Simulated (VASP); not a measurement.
Input of a VASP 6.6.1 run:

The input POSCAR:

```
Li2S
1.0
    0.0000000000      2.8540007422      2.8540007422
    2.8540007422      0.0000000000      2.8540007422
    2.8540007422      2.8540007422      0.0000000000
Li S
2 1
Direct
    0.2500000000      0.2500000000      0.2500000000
    0.7500000000      0.7500000000      0.7500000000
    0.0000000000      0.0000000000      0.0000000000
```

INCAR.step1

```
  PREC = Accurate
  ENCUT = 650
  EDIFF = 1E-5
  ISMEAR = 0
  SIGMA = 0.05
  LREAL = F
  LASPH = T
  NELM = 120
  ALGO = Normal
  ISIF = 2
  LWAVE = T
  NBANDS = 13
  GGA = PE
  GGA_COMPAT = F
```

INCAR.step2

```
  PREC = Accurate
  ENCUT = 650
  EDIFF = 1E-6
  ISMEAR = 0
  SIGMA = 0.05
  LREAL = F
  LASPH = T
  NELM = 120
  ALGO = Normal
  ISIF = 2
  LWAVE = F
  LCHARG = T
  GGA = PE
  LHFCALC = T
  AEXX = 0.25
  PRECFOCK = Normal
  LELF = T
  LVHAR = T
  NBANDS = 13
  ISTART = 1
  GGA_COMPAT = F
```

File KPOINTS:

```
Automatic mesh
0
Gamma
  4 4 4
```

Potentials or basis: VASP PAW PBE potentials, release 64 (Li_sv, S).

Command:

```bash
$ cat potpaw_PBE.64/Li_sv/POTCAR potpaw_PBE.64/S/POTCAR > POTCAR
$ cp INCAR.step1 INCAR
$ mpirun -np 1 vasp_std > vasp.out
$ cp INCAR.step2 INCAR
$ mpirun -np 1 vasp_std > vasp.out
```

(1) What does it give for the band gap on the k mesh?

(2) Predict the pressure.

Answers

(1) 5.06 eV (least direct gap 6.02 eV).

(2) -1.0 GPa.

Caveat: the k points lie up to 0.48 Å⁻¹ apart; the PAW data sets were made with another functional, which shifts forces and pressure a little.
